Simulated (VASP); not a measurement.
# Pd (P6_3/mmc) in VASP: single point with r2SCAN

Aim: the single point of Pd with r2SCAN.

Everything below comes from runs of VASP 6.6.1. Logs are shortened: lines on timing, memory, paths and dates and some standing lists are left out, and cuts for length are marked.

**1. The cell of the first run**

It takes space group P6_3/mmc (No. 194, hexagonal). The conventional cell has a = 2.736 Å, b = 2.736 Å, c = 4.627 Å, α = 90.00°, β = 90.00°, γ = 120.00°. Within 3.6 Å of Pd (site symmetry -6m2) lie 12 Pd at 2.74 to 2.80 Å.

**2. Single point, r2SCAN**

Input file POSCAR:

```
Pd
1.0
    2.7355981508      0.0000000000      0.0000000000
   -1.3677990754      2.3690974931      0.0000000000
    0.0000000000      0.0000000000      4.6265096411
Pd
2
Direct
    0.3333333333      0.6666666667      0.7500000000
    0.6666666667      0.3333333333      0.2500000000
```

Input file INCAR.step1:

```
SYSTEM = Pd
ALGO = Normal ; EDIFF = 1E-4
ENCUT = 520 ; GGA = PE
ISMEAR = 0 ; LASPH = .True.
LCHARG = .False. ; LREAL = .False.
LWAVE = .True. ; NBANDS = 17
NELM = 80 ; PREC = Accurate
SIGMA = 0.05
```

Input file INCAR.step2:

```
SYSTEM = Pd
ALGO = Normal ; EDIFF = 1E-6
ENCUT = 520 ; ISIF = 2
ISMEAR = 0 ; ISTART = 1
LASPH = .True. ; LCHARG = .False.
LMIXTAU = .True. ; LREAL = .False.
LWAVE = .False. ; METAGGA = R2SCAN
NBANDS = 17 ; NELM = 80
PREC = Accurate ; SIGMA = 0.05
```

Input file KPOINTS:

```
k-points
0
Gamma
  18 18 10
  0 0 0
```

Potentials or basis: VASP PAW PBE potentials, release 64 (Pd).

Run with:

```
cat potpaw_PBE.64/Pd/POTCAR > POTCAR
cp INCAR.step1 INCAR
mpirun -np 1 vasp_std > vasp.out
cp INCAR.step2 INCAR
mpirun -np 1 vasp_std > vasp.out
```

OUTCAR:

```text
SYSTEM = Pd
   EDIFF = 1E-6
   ENCUT = 520
   ISIF = 2
   ISMEAR = 0
   ISTART = 1
   LASPH = .True.
   LREAL = .False.
   METAGGA = R2SCAN
   NELM = 80
   PREC = Accurate

 ion  position               nearest neighbor table
   1  0.333  0.667  0.750-   2 2.80   2 2.80   2 2.80   2 2.80   2 2.80   2 2.80
   2  0.667  0.333  0.250-   1 2.80   1 2.80   1 2.80   1 2.80   1 2.80   1 2.80

  LATTYP: Found a hexagonal cell.
 ALAT       =     2.7355981508
 C/A-ratio  =     1.6912241441

  Lattice vectors:

 A1 = (   2.7355981508,   0.0000000000,   0.0000000000)
 A2 = (  -1.3677990754,   2.3690974931,   0.0000000000)
 A3 = (   0.0000000000,   0.0000000000,   4.6265096411)

Analysis of symmetry for initial positions (statically):
=====================================================================
 Subroutine PRICEL returns:
 Original cell was already a primitive cell.

 Routine SETGRP: Setting up the symmetry group for a
 hexagonal supercell.

 Subroutine GETGRP returns: Found 24 space group operations
 (whereof 12 operations were pure point group operations)
 out of a pool of 24 trial point group operations.

The static configuration has the point symmetry D_3d.
 The point group associated with its full space group is D_6h.

Analysis of symmetry for dynamics (positions and initial velocities):
=====================================================================
 Subroutine PRICEL returns:
 Original cell was already a primitive cell.

 Routine SETGRP: Setting up the symmetry group for a
 hexagonal supercell.

 Subroutine GETGRP returns: Found 24 space group operations
 (whereof 12 operations were pure point group operations)
 out of a pool of 24 trial point group operations.

The dynamic configuration has the point symmetry D_3d.
 The point group associated with its full space group is D_6h.

 Subroutine INISYM returns: Found 24 space group operations
 (whereof 12 operations are pure point group operations),
 and found     1 'primitive' translations

----------------------------------------------------------------------------------------

                                     Primitive cell

  volume of cell :      29.9839

  direct lattice vectors                    reciprocal lattice vectors
     2.735598151  0.000000000  0.000000000     0.365550766  0.211050833  0.000000000
    -1.367799075  2.369097493  0.000000000     0.000000000  0.422101667  0.000000000
     0.000000000  0.000000000  4.626509641     0.000000000  0.000000000  0.216145664

  length of vectors
     2.735598151  2.735598151  4.626509641     0.422101667  0.422101667  0.216145664

  position of ions in fractional coordinates (direct lattice)
     0.333333333  0.666666667  0.750000000
     0.666666667  0.333333333  0.250000000

  ion indices of the primitive-cell ions
   primitive index   ion index
                 1           1
                 2           2

----------------------------------------------------------------------------------------

 KPOINTS: k-points

Automatic generation of k-mesh.
 Grid dimensions read from file:
 generate k-points for:   18   18   10

 Generating k-lattice:

  Cartesian coordinates                     Fractional coordinates (reciprocal lattice)
     0.020308376  0.011725046  0.000000000     0.055555556  0.000000000  0.000000000
     0.000000000  0.023450093  0.000000000     0.000000000  0.055555556  0.000000000
     0.000000000  0.000000000  0.021614566     0.000000000  0.000000000  0.100000000

  Length of vectors
     0.023450093  0.023450093  0.021614566

  Shift w.r.t. Gamma in fractional coordinates (k-lattice)
     0.000000000  0.000000000  0.000000000

 Subroutine IBZKPT returns following result:
 ===========================================

 Found    222 irreducible k-points:

 Following reciprocal coordinates:
            Coordinates               Weight
  0.000000  0.000000  0.000000      1.000000
  0.055556 -0.000000  0.000000      6.000000
  0.111111 -0.000000  0.000000      6.000000
  0.166667 -0.000000  0.000000      6.000000
  0.222222 -0.000000  0.000000      6.000000
  0.277778 -0.000000  0.000000      6.000000
[... 16 lines left out ...]
  0.333333  0.111111  0.000000     12.000000
  0.388889  0.111111  0.000000     12.000000
 [... further k-points ...]
   k-points           NKPTS =    222   k-points in BZ     NKDIM =    222   number of bands    NBANDS=     17
   number of dos      NEDOS =    301   number of ions     NIONS =      2
   total plane-waves  NPLWV =  14400
   dimension x,y,z NGX =    20 NGY =   20 NGZ =   36
   dimension x,y,z NGXF=    40 NGYF=   40 NGZF=   72
   ions per type =               2
   NGX,Y,Z   is equivalent  to a cutoff of  12.15, 12.15, 12.94 a.u.
   NGXF,Y,Z  is equivalent  to a cutoff of  24.31, 24.31, 25.87 a.u.
 SYSTEM =  Pd
   PREC   = accura    normal or accurate (medium, high low for compatibility)
   ISTART =      1    job   : 0-new  1-cont  2-samecut
   ICHARG =      0    charge: 1-file 2-atom 10-const
   ISPIN  =      1    spin polarized calculation?
   LNONCOLLINEAR =      F non collinear calculations
   LSORBIT =      F    spin-orbit coupling
   LASPH  =      T    aspherical Exc in radial PAW
   ENCUT  =  520.0 eV  38.22 Ry    6.18 a.u.   5.09  5.09  8.60*2*pi/ulx,y,z
   NELM   =     80;   NELMIN=  2; NELMDL=  0     # of ELM steps
   EDIFF  = 0.1E-05   stopping-criterion for ELM
   LREAL  =      F    real-space projection
   EDIFFG = 0.1E-04   stopping-criterion for IOM
   NSW    =      0    number of steps for IOM
   IBRION =     -1    ionic relax: 0-MD 1-quasi-New 2-CG
   NFREE  =      0    steps in history (QN), initial steepest desc. (CG)
   ISIF   =      2    stress and relaxation
   ISYM   =      2    0-nonsym 1-usesym 2-fastsym
   POTIM  = 0.5000    time-step for ionic-motion
   TEBEG  =    0.0;   TEEND  =   0.0 temperature during run
   PSTRESS=    0.0 pullay stress
   NELECT =      20.0000    total number of electrons
   NUPDOWN=      -1.0000    fix difference up-down
   EMIN   =  10.00;   EMAX   =-10.00  energy-range for DOS
   EFERMI =   0.00;   METHOD = LEGACY
   ISMEAR =     0;   SIGMA  =   0.05  broadening in eV -4-tet -1-fermi 0-gaus
   EFERMI_NEDOS =   21; number of points for ismear=-14 and -15
   IALGO  =     38    algorithm
   IMIX   =      4    mixing-type and parameters
     AMIX     =   0.40;   BMIX     =  1.00
     AMIX_MAG =   1.60;   BMIX_MAG =  1.00
  volume/ion in A,a.u.               =      14.99       101.17
  Fermi-wavevector in a.u.,A,eV,Ry     =   1.430393  2.703050 27.837834  2.046023
  Thomas-Fermi vector in A             =   2.550243
   LORBIT       =      0    0 simple, 1 ext, 2 COOP (PROOUT), +10 PAW based schemes
   METAGGA = R2SCAN    functional components
   LHFCALC =     F    Hartree Fock is set to
   AEXX    =    0.0000 exact exchange contribution
   IVDW    =     0    specifies the selected vdW correction
   LEPSILON=     F    determine dielectric tensor
   LRPA    =     F    only Hartree local field effects (RPA)
 non-spin polarized calculation
 Gauss-broadening in eV      SIGMA  =   0.05
  energy-cutoff  :      520.00
  volume of cell :       29.98
 maximum number of plane-waves:       827
   NGX = 11   NGY = 11   NGZ = 17

 number of electron      20.0000006 magnetization

 Free energy of the ion-electron system (eV)
  ---------------------------------------------------
  ext. energy  EPLUGINS =         0.00000000
  ---------------------------------------------------
  free energy    TOTEN  =       -45.82599169 eV

  energy without entropy =      -45.81978663  energy(sigma->0) =      -45.82288916

 E-fermi :   9.3447     XC(G=0): -14.0041

 val. band max:        9.3446040992   @ k =   0.1667   0.0556   0.5000
 cond. band min:       9.3491430855   @ k =   0.3333   0.1667   0.5000
 fundamental gap:      0.0045389862
 Fermi energy:         9.3446691915

 k-point     1 :       0.0000    0.0000    0.0000
  band No.  band energies     occupation
      1       2.2825      2.00000
      2       4.0241      2.00000
      3       6.3081      2.00000
      4       6.5734      2.00000
      5       6.5734      2.00000
      6       6.9060      2.00000
[... 9 lines left out ...]
     16      29.8489      0.00000
     17      32.8565      0.00000

 k-point     2 :       0.0556   -0.0000    0.0000
  band No.  band energies     occupation
      1       2.3881      2.00000
      2       4.1013      2.00000
      3       6.2643      2.00000
      4       6.6068      2.00000
      5       6.6441      2.00000
      6       6.8695      2.00000
[... 9 lines left out ...]
     16      29.7930      0.00000
     17      32.0105      0.00000

 k-point     3 :       0.1111   -0.0000    0.0000
  band No.  band energies     occupation
      1       2.6948      2.00000
      2       4.3131      2.00000
      3       6.1354      2.00000
      4       6.6744      2.00000
      5       6.8293      2.00000
      6       6.8515      2.00000
[... 9 lines left out ...]
     16      29.3410      0.00000
     17      30.6669      0.00000

 k-point     4 :       0.1667   -0.0000    0.0000
  band No.  band energies     occupation
      1       3.1674      2.00000
      2       4.5839      2.00000
      3       5.9924      2.00000
      4       6.5744      2.00000
      5       6.7579      2.00000
      6       7.0485      2.00000
[... 9 lines left out ...]
     16      29.2408      0.00000
     17      29.6275      0.00000
[... 343 lines left out ...]
      1       4.6744      2.00000
      2       4.8189      2.00000
      3       5.1797      2.00000
      4       6.2778      2.00000
      5       6.5774      2.00000
      6       6.7698      2.00000
[... 9 lines left out ...]
     16      26.2638      0.00000
     17      27.4797      0.00000

 k-point    23 :       0.3333    0.1111    0.0000
  band No.  band energies     occupation
      1       4.5171      2.00000
      2       4.8346      2.00000
      3       4.8985      2.00000
      4       6.5242      2.00000
      5       6.7750      2.00000
      6       6.9702      2.00000
[... 9 lines left out ...]
     16      25.1549      0.00000
     17      25.5229      0.00000

 k-point    24 :       0.3889    0.1111    0.0000
  band No.  band energies     occupation
      1       4.3957      2.00000
      2       4.7269      2.00000
      3       4.8079      2.00000
      4       6.5273      2.00000
      5       6.8018      2.00000
      6       7.1267      2.00000
[... 9 lines left out ...]
     16      23.8759      0.00000
     17      24.1680      0.00000

 [... further k-points ...]

------------------------ aborting loop because EDIFF is reached ----------------------------------------

  FORCE on cell =-STRESS in cart. coord.  units (eV):
  Direction    XX          YY          ZZ          XY          YZ          ZX
  --------------------------------------------------------------------------------------
  -------------------------------------------------------------------------------------
  Total        0.1311355      0.1311355      0.1066819     -0.0000000     -0.0000000     -0.0000000
  in kB        7.0071607      7.0071607      5.7004939     -0.0000000     -0.0000000     -0.0000000
  external PRESSURE =       6.5716051 kB  Pullay stress =       0.0000000 kB

 VOLUME and BASIS-vectors are now :
 -----------------------------------------------------------------------------
  energy-cutoff  :      520.00
  volume of cell :       29.98
      direct lattice vectors                 reciprocal lattice vectors
     2.735598151  0.000000000  0.000000000     0.365550766  0.211050833  0.000000000
    -1.367799075  2.369097493  0.000000000     0.000000000  0.422101667  0.000000000
     0.000000000  0.000000000  4.626509641     0.000000000  0.000000000  0.216145664

 POSITION                                       TOTAL-FORCE (eV/Angst)
 -----------------------------------------------------------------------------------
     -0.00000      1.57940      3.46988         0.000000      0.000000      0.000000
      1.36780      0.78970      1.15663        -0.000000      0.000000      0.000000
 -----------------------------------------------------------------------------------
    total drift:                                0.000000     -0.000000      0.000000

  FREE ENERGIE OF THE ION-ELECTRON SYSTEM (eV)
  ---------------------------------------------------
  free  energy   TOTEN  =       -45.8259916914 eV

  energy  without entropy=      -45.8197866265  energy(sigma->0) =      -45.82288916
```

Wall time 4.8 min (1 thread of Intel Xeon Platinum 8259CL at 2.50GHz (Skylake/Cascade Lake), shared host); peak memory 0.22 GiB.

What came out:

```yaml
Free_energy: -45.8260 eV
Pressure: 0.7 GPa
Band_gap_on_the_k_mesh: zero (band 10 reaches 9.59 eV, above the bottom of band 11 at 8.62 eV)
```

Stress tensor (GPa, compression positive):
```
0.70 0.00 0.00
0.00 0.70 0.00
0.00 0.00 0.57
```

Caveat: the PAW data sets were made with another functional, which shifts forces and pressure a little.
